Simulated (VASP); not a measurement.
# KNbO3 (Pm-3m) in VASP: further runs

KNbO3 is run at these levels: PBE, PBE+U; tasks: single point.

Program: VASP 6.6.1. These are calculated values, not measurements. Logs are shortened: lines on timing, memory, paths and dates and some standing lists are left out, and cuts for length are marked.

**1. The cell of the first run**

Symmetry: Pm-3m, No. 221, cubic system. Conventional cell: a = 4.029 Å, b = 4.029 Å, c = 4.029 Å, α = 90.00°, β = 90.00°, γ = 90.00°. Within 3.8 Å of K (site symmetry m-3m) lie 12 O at 2.85 Å and 8 Nb at 3.49 Å. Within 2.7 Å of Nb (site symmetry m-3m) lie 6 O at 2.01 Å. O (site symmetry 4/mmm) has 2 Nb at 2.01 Å within 2.7 Å.

**2. Single point, PBE**

INCAR reads:

```
SYSTEM = KNbO3
PREC = Accurate ; ENCUT = 600
EDIFF = 1E-6 ; ISMEAR = 1
SIGMA = 0.05 ; LREAL = .FALSE.
LASPH = .TRUE. ; NELM = 120
ALGO = Normal ; ISIF = 2
LWAVE = .FALSE. ; LCHARG = .FALSE.
GGA = PE ; NBANDS = 28
GGA_COMPAT = .FALSE.
```

KPOINTS reads:

```
Automatic mesh
0
G
  6 6 6
  0 0 0
```

POSCAR reads:

```
KNbO3
1.0
    4.0291830000      0.0000000000      0.0000000000
    0.0000000000      4.0291830000      0.0000000000
    0.0000000000      0.0000000000      4.0291830000
K Nb O
1 1 3
Direct
    0.0000000000      0.0000000000      0.0000000000
    0.5000000000      0.5000000000      0.5000000000
    0.0000000000      0.5000000000      0.5000000000
    0.5000000000      0.0000000000      0.5000000000
    0.5000000000      0.5000000000      0.0000000000
```

Potentials or basis: VASP PAW PBE potentials, release 64 (K_sv, Nb_sv, O).

Command:

```
cat potpaw_PBE.64/K_sv/POTCAR potpaw_PBE.64/Nb_sv/POTCAR potpaw_PBE.64/O/POTCAR > POTCAR
mpirun -np 1 vasp_std > vasp.out
```

OUTCAR:

```text
SYSTEM = KNbO3
   PREC = Accurate
   ENCUT = 600
   EDIFF = 1E-6
   ISMEAR = 1
   LREAL = .FALSE.
   LASPH = .TRUE.
   NELM = 120
   ISIF = 2
   GGA = PE

 ion  position               nearest neighbor table
   1  0.000  0.000  0.000-   3 2.85   4 2.85   5 2.85   3 2.85   4 2.85   3 2.85   5 2.85   3 2.85
                             4 2.85   5 2.85   4 2.85   5 2.85
   2  0.500  0.500  0.500-   3 2.01   4 2.01   5 2.01   5 2.01   4 2.01   3 2.01
   3  0.000  0.500  0.500-   2 2.01   2 2.01   1 2.85   1 2.85   1 2.85   1 2.85
   4  0.500  0.000  0.500-   2 2.01   2 2.01   1 2.85   1 2.85   1 2.85   1 2.85
   5  0.500  0.500  0.000-   2 2.01   2 2.01   1 2.85   1 2.85   1 2.85   1 2.85

  LATTYP: Found a simple cubic cell.
 ALAT       =     4.0291830000

  Lattice vectors:

 A1 = (   4.0291830000,   0.0000000000,   0.0000000000)
 A2 = (   0.0000000000,   4.0291830000,   0.0000000000)
 A3 = (   0.0000000000,   0.0000000000,   4.0291830000)

Analysis of symmetry for initial positions (statically):
=====================================================================
 Subroutine PRICEL returns:
 Original cell was already a primitive cell.

 Routine SETGRP: Setting up the symmetry group for a
 simple cubic supercell.

 Subroutine GETGRP returns: Found 48 space group operations
 (whereof 48 operations were pure point group operations)
 out of a pool of 48 trial point group operations.

The static configuration has the point symmetry O_h .

Analysis of symmetry for dynamics (positions and initial velocities):
=====================================================================
 Subroutine PRICEL returns:
 Original cell was already a primitive cell.

 Routine SETGRP: Setting up the symmetry group for a
 simple cubic supercell.

 Subroutine GETGRP returns: Found 48 space group operations
 (whereof 48 operations were pure point group operations)
 out of a pool of 48 trial point group operations.

The dynamic configuration has the point symmetry O_h .

 Subroutine INISYM returns: Found 48 space group operations
 (whereof 48 operations are pure point group operations),
 and found     1 'primitive' translations

----------------------------------------------------------------------------------------

                                     Primitive cell

  volume of cell :      65.4110

  direct lattice vectors                    reciprocal lattice vectors
     4.029183000  0.000000000  0.000000000     0.248189273  0.000000000  0.000000000
     0.000000000  4.029183000  0.000000000     0.000000000  0.248189273  0.000000000
     0.000000000  0.000000000  4.029183000     0.000000000  0.000000000  0.248189273

  length of vectors
     4.029183000  4.029183000  4.029183000     0.248189273  0.248189273  0.248189273

  position of ions in fractional coordinates (direct lattice)
     0.000000000  0.000000000  0.000000000
     0.500000000  0.500000000  0.500000000
     0.000000000  0.500000000  0.500000000
     0.500000000  0.000000000  0.500000000
     0.500000000  0.500000000  0.000000000

  ion indices of the primitive-cell ions
   primitive index   ion index
                 1           1
                 2           2
                 3           3
                 4           4
                 5           5

----------------------------------------------------------------------------------------

 KPOINTS: Automatic mesh

Automatic generation of k-mesh.
 Grid dimensions read from file:
 generate k-points for:    6    6    6

 Generating k-lattice:

  Cartesian coordinates                     Fractional coordinates (reciprocal lattice)
     0.041364879  0.000000000  0.000000000     0.166666667  0.000000000  0.000000000
     0.000000000  0.041364879  0.000000000     0.000000000  0.166666667  0.000000000
     0.000000000  0.000000000  0.041364879     0.000000000  0.000000000  0.166666667

  Length of vectors
     0.041364879  0.041364879  0.041364879

  Shift w.r.t. Gamma in fractional coordinates (k-lattice)
     0.000000000  0.000000000  0.000000000

 Subroutine IBZKPT returns following result:
 ===========================================

 Found     20 irreducible k-points:

 Following reciprocal coordinates:
            Coordinates               Weight
  0.000000  0.000000  0.000000      1.000000
  0.166667  0.000000  0.000000      6.000000
  0.333333  0.000000  0.000000      6.000000
  0.500000  0.000000  0.000000      3.000000
  0.166667  0.166667  0.000000     12.000000
  0.333333  0.166667  0.000000     24.000000
[... 12 lines left out ...]
  0.500000  0.500000  0.333333      6.000000
  0.500000  0.500000  0.500000      1.000000
   k-points           NKPTS =     20   k-points in BZ     NKDIM =     20   number of bands    NBANDS=     28
   number of dos      NEDOS =    301   number of ions     NIONS =      5
   total plane-waves  NPLWV =  32768
   dimension x,y,z NGX =    32 NGY =   32 NGZ =   32
   dimension x,y,z NGXF=    64 NGYF=   64 NGZF=   64
   ions per type =               1   1   3
   NGX,Y,Z   is equivalent  to a cutoff of  13.20, 13.20, 13.20 a.u.
   NGXF,Y,Z  is equivalent  to a cutoff of  26.41, 26.41, 26.41 a.u.
 SYSTEM =  KNbO3
   PREC   = accura    normal or accurate (medium, high low for compatibility)
   ISTART =      0    job   : 0-new  1-cont  2-samecut
   ICHARG =      2    charge: 1-file 2-atom 10-const
   ISPIN  =      1    spin polarized calculation?
   LNONCOLLINEAR =      F non collinear calculations
   LSORBIT =      F    spin-orbit coupling
   LASPH  =      T    aspherical Exc in radial PAW
   ENCUT  =  600.0 eV  44.10 Ry    6.64 a.u.   8.05  8.05  8.05*2*pi/ulx,y,z
   NELM   =    120;   NELMIN=  2; NELMDL= -5     # of ELM steps
   EDIFF  = 0.1E-05   stopping-criterion for ELM
   LREAL  =      F    real-space projection
   EDIFFG = 0.1E-04   stopping-criterion for IOM
   NSW    =      0    number of steps for IOM
   IBRION =     -1    ionic relax: 0-MD 1-quasi-New 2-CG
   NFREE  =      0    steps in history (QN), initial steepest desc. (CG)
   ISIF   =      2    stress and relaxation
   ISYM   =      2    0-nonsym 1-usesym 2-fastsym
   POTIM  = 0.5000    time-step for ionic-motion
   TEBEG  =    0.0;   TEEND  =   0.0 temperature during run
   PSTRESS=    0.0 pullay stress
   NELECT =      40.0000    total number of electrons
   NUPDOWN=      -1.0000    fix difference up-down
   EMIN   =  10.00;   EMAX   =-10.00  energy-range for DOS
   EFERMI =   0.00;   METHOD = LEGACY
   ISMEAR =     1;   SIGMA  =   0.05  broadening in eV -4-tet -1-fermi 0-gaus
   EFERMI_NEDOS =   21; number of points for ismear=-14 and -15
   IALGO  =     38    algorithm
   IMIX   =      4    mixing-type and parameters
     AMIX     =   0.40;   BMIX     =  1.00
     AMIX_MAG =   1.60;   BMIX_MAG =  1.00
  volume/ion in A,a.u.               =      13.08        88.28
  Fermi-wavevector in a.u.,A,eV,Ry     =   1.389562  2.625891 26.271241  1.930882
  Thomas-Fermi vector in A             =   2.513581
   LORBIT       =      0    0 simple, 1 ext, 2 COOP (PROOUT), +10 PAW based schemes
   GGA     = PE    functional components
   LHFCALC =     F    Hartree Fock is set to
   AEXX    =    0.0000 exact exchange contribution
   IVDW    =     0    specifies the selected vdW correction
   LEPSILON=     F    determine dielectric tensor
   LRPA    =     F    only Hartree local field effects (RPA)
 non-spin polarized calculation
 Methfessel and Paxton  Order N= 1 SIGMA  =   0.05
  energy-cutoff  :      600.00
  volume of cell :       65.41
 maximum number of plane-waves:      2272
   NGX = 17   NGY = 17   NGZ = 17

 number of electron      40.0000011 magnetization

 Free energy of the ion-electron system (eV)
  ---------------------------------------------------
  ext. energy  EPLUGINS =         0.00000000
  ---------------------------------------------------
  free energy    TOTEN  =       -38.83694587 eV

  energy without entropy =      -38.83721787  energy(sigma->0) =      -38.83703654

 E-fermi :   3.1706     XC(G=0): -10.6853

 val. band max:        3.1403381176   @ k =   0.5000   0.5000   0.5000
 cond. band min:       4.6480224378   @ k =   0.0000   0.0000   0.0000
 fundamental gap:      1.5076843202
 Fermi energy:         3.1706119214

 k-point     1 :       0.0000    0.0000    0.0000
  band No.  band energies     occupation
      1     -51.8934      2.00000
      2     -27.9261      2.00000
      3     -27.9261      2.00000
      4     -27.9261      2.00000
      5     -24.2090      2.00000
      6     -13.9854      2.00000
[... 20 lines left out ...]
     27      11.2119      0.00000
     28      11.2119      0.00000

 k-point     2 :       0.1667    0.0000    0.0000
  band No.  band energies     occupation
      1     -51.8928      2.00000
      2     -27.9580      2.00000
      3     -27.9251      2.00000
      4     -27.9251      2.00000
      5     -24.2028      2.00000
      6     -13.9359      2.00000
[... 20 lines left out ...]
     27      11.5413      0.00000
     28      11.5667      0.00000

 k-point     3 :       0.3333    0.0000    0.0000
  band No.  band energies     occupation
      1     -51.8918      2.00000
      2     -28.0205      2.00000
      3     -27.9230      2.00000
      4     -27.9230      2.00000
      5     -24.1906      2.00000
      6     -13.9318      2.00000
[... 20 lines left out ...]
     27      12.2354      0.00000
     28      12.6235      0.00000

 k-point     4 :       0.5000    0.0000    0.0000
  band No.  band energies     occupation
      1     -51.8913      2.00000
      2     -28.0512      2.00000
      3     -27.9219      2.00000
      4     -27.9219      2.00000
      5     -24.1846      2.00000
      6     -13.9463      2.00000
[... 454 lines left out ...]
     27      12.8702      0.00000
     28      13.3902      0.00000

 k-point    19 :       0.5000    0.5000    0.3333
  band No.  band energies     occupation
      1     -51.8877      2.00000
      2     -28.0408      2.00000
      3     -28.0408      2.00000
      4     -28.0097      2.00000
      5     -24.1646      2.00000
      6     -12.9204      2.00000
[... 20 lines left out ...]
     27      13.0126      0.00000
     28      14.0051      0.00000

 k-point    20 :       0.5000    0.5000    0.5000
  band No.  band energies     occupation
      1     -51.8872      2.00000
      2     -28.0396      2.00000
      3     -28.0396      2.00000
      4     -28.0396      2.00000
      5     -24.1612      2.00000
      6     -12.6325      2.00000
[... 20 lines left out ...]
     27      13.7683      0.00000
     28      13.7977      0.00000

------------------------ aborting loop because EDIFF is reached ----------------------------------------

  FORCE on cell =-STRESS in cart. coord.  units (eV):
  Direction    XX          YY          ZZ          XY          YZ          ZX
  --------------------------------------------------------------------------------------
  -------------------------------------------------------------------------------------
  Total       -0.2532239     -0.2532239     -0.2532239      0.0000000      0.0000000      0.0000000
  in kB       -6.2024647     -6.2024647     -6.2024647      0.0000000      0.0000000      0.0000000
  external PRESSURE =      -6.2024647 kB  Pullay stress =       0.0000000 kB

 VOLUME and BASIS-vectors are now :
 -----------------------------------------------------------------------------
  energy-cutoff  :      600.00
  volume of cell :       65.41
      direct lattice vectors                 reciprocal lattice vectors
     4.029183000  0.000000000  0.000000000     0.248189273  0.000000000  0.000000000
     0.000000000  4.029183000  0.000000000     0.000000000  0.248189273  0.000000000
     0.000000000  0.000000000  4.029183000     0.000000000  0.000000000  0.248189273

 POSITION                                       TOTAL-FORCE (eV/Angst)
 -----------------------------------------------------------------------------------
      0.00000      0.00000      0.00000         0.000000      0.000000      0.000000
      2.01459      2.01459      2.01459         0.000000      0.000000      0.000000
      0.00000      2.01459      2.01459         0.000000      0.000000      0.000000
      2.01459      0.00000      2.01459         0.000000      0.000000      0.000000
      2.01459      2.01459      0.00000         0.000000      0.000000      0.000000
 -----------------------------------------------------------------------------------
    total drift:                                0.000000     -0.000000     -0.000000

  FREE ENERGIE OF THE ION-ELECTRON SYSTEM (eV)
  ---------------------------------------------------
  free  energy   TOTEN  =       -38.8369458724 eV

  energy  without entropy=      -38.8372178654  energy(sigma->0) =      -38.83703654
```

Run time: 46 s. Hardware: 1 thread of Intel Xeon 8259CL, shared host; peak memory 0.2 GiB.

Results:

- Free energy: -38.8369 eV
- Pressure: -0.6 GPa
- Band gap on the k mesh: 1.51 eV, indirect (least direct gap 2.17 eV)

Levels at points of the mesh, in eV from the valence-band top:
| k point | band 17 | band 18 | band 19 | band 20 | band 21 | band 22 | band 23 | band 24 |
| --- | --- | --- | --- | --- | --- | --- | --- | --- |
| (0.00, 0.00, 0.00) | -1.03 | -0.66 | -0.66 | -0.66 | 1.51 | 1.51 | 1.51 | 5.16 |
| (0.50, 0.00, 0.00) | -2.05 | -1.45 | -0.85 | -0.85 | 1.62 | 4.05 | 4.05 | 5.17 |
| (0.50, 0.50, 0.00) | -1.54 | -1.39 | -1.39 | -0.04 | 4.07 | 4.07 | 5.09 | 6.44 |
| (0.50, 0.50, 0.50) | -3.81 | 0.00 | 0.00 | 0.00 | 5.19 | 5.19 | 5.19 | 8.87 |

A k mesh can miss the band edges. A hybrid or GW would open this gap; PBE tends to underestimate it.

**3. Single point, PBE+U**

INCAR reads:

```
PREC = Accurate ; ENCUT = 600
EDIFF = 1E-6 ; ISMEAR = 1
SIGMA = 0.05 ; LREAL = False
LASPH = True ; NELM = 200
ALGO = Normal ; ISIF = 2
LWAVE = False ; LCHARG = True
LMAXMIX = 4 ; LDAU = True
LDAUTYPE = 2 ; LDAUL = -1 2 -1
LDAUU = 0 2 0 ; LDAUJ = 0 0 0
LDAUPRINT = 1 ; GGA = PE
LELF = True ; LVHAR = True
NBANDS = 28 ; GGA_COMPAT = False
```

KPOINTS reads:

```
Automatic mesh
0
Gamma
  6 6 6
```

POSCAR is that of step 2.

Potentials or basis: VASP PAW PBE potentials, release 64 (K_sv, Nb_sv, O).

Command:

```
cat potpaw_PBE.64/K_sv/POTCAR potpaw_PBE.64/Nb_sv/POTCAR potpaw_PBE.64/O/POTCAR > POTCAR
mpirun -np 1 vasp_std > vasp.out
```

OUTCAR:

```text
PREC = Accurate
   ENCUT = 600
   EDIFF = 1E-6
   ISMEAR = 1
   LREAL = False
   LASPH = True
   NELM = 200
   ISIF = 2
   GGA = PE

 ion  position               nearest neighbor table
   1  0.000  0.000  0.000-   3 2.85   4 2.85   5 2.85   3 2.85   4 2.85   3 2.85   5 2.85   3 2.85
                             4 2.85   5 2.85   4 2.85   5 2.85
   2  0.500  0.500  0.500-   3 2.01   4 2.01   5 2.01   5 2.01   4 2.01   3 2.01
   3  0.000  0.500  0.500-   2 2.01   2 2.01   1 2.85   1 2.85   1 2.85   1 2.85
   4  0.500  0.000  0.500-   2 2.01   2 2.01   1 2.85   1 2.85   1 2.85   1 2.85
   5  0.500  0.500  0.000-   2 2.01   2 2.01   1 2.85   1 2.85   1 2.85   1 2.85

  LATTYP: Found a simple cubic cell.
 ALAT       =     4.0291830000

  Lattice vectors:

 A1 = (   4.0291830000,   0.0000000000,   0.0000000000)
 A2 = (   0.0000000000,   4.0291830000,   0.0000000000)
 A3 = (   0.0000000000,   0.0000000000,   4.0291830000)

Analysis of symmetry for initial positions (statically):
=====================================================================
 Subroutine PRICEL returns:
 Original cell was already a primitive cell.

 Routine SETGRP: Setting up the symmetry group for a
 simple cubic supercell.

 Subroutine GETGRP returns: Found 48 space group operations
 (whereof 48 operations were pure point group operations)
 out of a pool of 48 trial point group operations.

The static configuration has the point symmetry O_h .

Analysis of symmetry for dynamics (positions and initial velocities):
=====================================================================
[... 179 lines left out ...]
  o =  0.1418  v =  0.0000  0.0000  0.0000  0.0000  0.0000  1.0000  0.0000  0.0000  0.0000  0.0000      0.0000  0.0000  0.0000  0.0000  0.0000  0.0000  0.0000  0.0000  0.0000  0.0000
  o =  0.1418  v =  1.0000  0.0000  0.0000  0.0000  0.0000  0.0000  0.0000  0.0000  0.0000  0.0000      0.0000  0.0000  0.0000  0.0000  0.0000  0.0000  0.0000  0.0000  0.0000  0.0000
  o =  0.2436  v =  0.0000  0.0000  0.0000  0.0000  0.0000  0.0000 -0.0000  0.9999  0.0000 -0.0159      0.0000  0.0000  0.0000  0.0000  0.0000  0.0000  0.0000  0.0000  0.0000  0.0000
  o =  0.2436  v =  0.0000 -0.0000  0.9999  0.0000 -0.0159  0.0000  0.0000  0.0000  0.0000  0.0000      0.0000  0.0000  0.0000  0.0000  0.0000  0.0000  0.0000  0.0000  0.0000  0.0000
  o =  0.2436  v =  0.0000 -0.0000  0.0159  0.0000  0.9999  0.0000  0.0000  0.0000  0.0000  0.0000      0.0000  0.0000  0.0000  0.0000  0.0000  0.0000  0.0000  0.0000  0.0000  0.0000
  o =  0.2436  v =  0.0000  0.0000  0.0000  0.0000  0.0000  0.0000 -0.0000  0.0159  0.0000  0.9999      0.0000  0.0000  0.0000  0.0000  0.0000  0.0000  0.0000  0.0000  0.0000  0.0000

 number of electron      40.0000011 magnetization

 Free energy of the ion-electron system (eV)
  ---------------------------------------------------
  ext. energy  EPLUGINS =         0.00000000
  ---------------------------------------------------
  free energy    TOTEN  =       -37.31580818 eV

  energy without entropy =      -37.31608023  energy(sigma->0) =      -37.31589887

 E-fermi :   3.2488     XC(G=0): -10.6907

 val. band max:        3.2185579955   @ k =   0.5000   0.5000   0.5000
 cond. band min:       4.9480614340   @ k =   0.0000   0.0000   0.0000
 fundamental gap:      1.7295034385
 Fermi energy:         3.2487977698

 k-point     1 :       0.0000    0.0000    0.0000
  band No.  band energies     occupation
      1     -52.2570      2.00000
      2     -28.2585      2.00000
      3     -28.2585      2.00000
      4     -28.2585      2.00000
      5     -24.1413      2.00000
      6     -13.9425      2.00000
[... 609 lines left out ...]
     27      13.8226      0.00000
     28      13.9004      0.00000

------------------------ aborting loop because EDIFF is reached ----------------------------------------

  FORCE on cell =-STRESS in cart. coord.  units (eV):
  Direction    XX          YY          ZZ          XY          YZ          ZX
  --------------------------------------------------------------------------------------
  -------------------------------------------------------------------------------------
  Total        0.2695669      0.2695669      0.2695669      0.0000000      0.0000000     -0.0000000
  in kB        6.6027711      6.6027711      6.6027711      0.0000000      0.0000000     -0.0000000
  external PRESSURE =       6.6027711 kB  Pullay stress =       0.0000000 kB

 VOLUME and BASIS-vectors are now :
 -----------------------------------------------------------------------------
  energy-cutoff  :      600.00
  volume of cell :       65.41
      direct lattice vectors                 reciprocal lattice vectors
     4.029183000  0.000000000  0.000000000     0.248189273  0.000000000  0.000000000
     0.000000000  4.029183000  0.000000000     0.000000000  0.248189273  0.000000000
     0.000000000  0.000000000  4.029183000     0.000000000  0.000000000  0.248189273

 POSITION                                       TOTAL-FORCE (eV/Angst)
 -----------------------------------------------------------------------------------
      0.00000      0.00000      0.00000         0.000000      0.000000      0.000000
      2.01459      2.01459      2.01459         0.000000      0.000000      0.000000
      0.00000      2.01459      2.01459         0.000000      0.000000      0.000000
      2.01459      0.00000      2.01459         0.000000      0.000000      0.000000
      2.01459      2.01459      0.00000         0.000000      0.000000      0.000000
 -----------------------------------------------------------------------------------
    total drift:                                0.000000     -0.000000     -0.000000

  FREE ENERGIE OF THE ION-ELECTRON SYSTEM (eV)
  ---------------------------------------------------
  free  energy   TOTEN  =       -37.3158081839 eV

  energy  without entropy=      -37.3160802317  energy(sigma->0) =      -37.31589887
```

Wall time 57 s (1 thread of Intel Xeon 8259CL, shared host); peak memory 0.2 GiB.

What came out:

```yaml
Free_energy: -37.3158 eV
Pressure: 0.7 GPa
Band_gap_on_the_k_mesh: 1.73 eV, indirect (least direct gap 2.42 eV)
```

Eigenvalues of the final occupation matrices:
```tsv
site	spin	trace	eigenvalues
site 2 d	1	0.91	0.14 0.14 0.14 0.24 0.24
site 2 d	2	0.91	0.14 0.14 0.14 0.24 0.24
```

(Continued in part 2 of 2.)
